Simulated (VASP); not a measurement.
Set up this calculation in VASP 6.6.1, as the native input.

```
Task                   : single point
Functional             : PBEsol
Potentials or basis    : VASP PAW PBE potentials, release 64 (Ga_d, As)
Cutoff                 : 520 eV
k mesh                 : 10 × 10 × 6
Occupations            : gaussian, width 0.01 eV
Spin                   : no spin polarisation
Dipole correction      : no
Further INCAR settings : ALGO = Normal; EDIFF = 1e-07; NBANDS = 26
```

The structure of GaAs lies in POSCAR:

```
GaAs
1.0
    2.9987149951      2.9987149951      0.0000000000
   -2.9987149951      2.9987149951      0.0000000000
    0.0000000000      0.0000000000      5.3391676983
Ga As
2 2
Direct
    0.0000000000      0.0000000000      0.0000000000
    0.5000000000      0.5000000000      0.5000000000
    0.5000000000      0.0000000000      0.7500000000
    0.0000000000      0.5000000000      0.2500000000
```

The input as run:

INCAR

```
SYSTEM = GaAs
ALGO = Normal ; EDIFF = 1E-7
ENCUT = 520 ; GGA = PS
ISIF = 2 ; ISMEAR = 0
LASPH = .True. ; LCHARG = .False.
LREAL = .False. ; LWAVE = .False.
NBANDS = 26 ; NELM = 60
PREC = Accurate ; SIGMA = 0.01
```

KPOINTS

```
k-points
0
Gamma
  10 10 6
  0 0 0
```

Potentials or basis: VASP PAW PBE potentials, release 64 (Ga_d, As).

Launch:

```sh
$ cat potpaw_PBE.64/Ga_d/POTCAR potpaw_PBE.64/As/POTCAR > POTCAR
$ mpirun -np 1 vasp_std > vasp.out
```

Results of the run:

The pressure is -3.5 GPa and the band gap on the k mesh is 0.24 eV.

Caveat: the cell stands under tension; the PAW data sets were made with another functional, which shifts forces and pressure a little.

It took 3.7 min on 1 thread of Intel Xeon 8259CL, with other jobs on the host, peak memory 0.32 GiB.
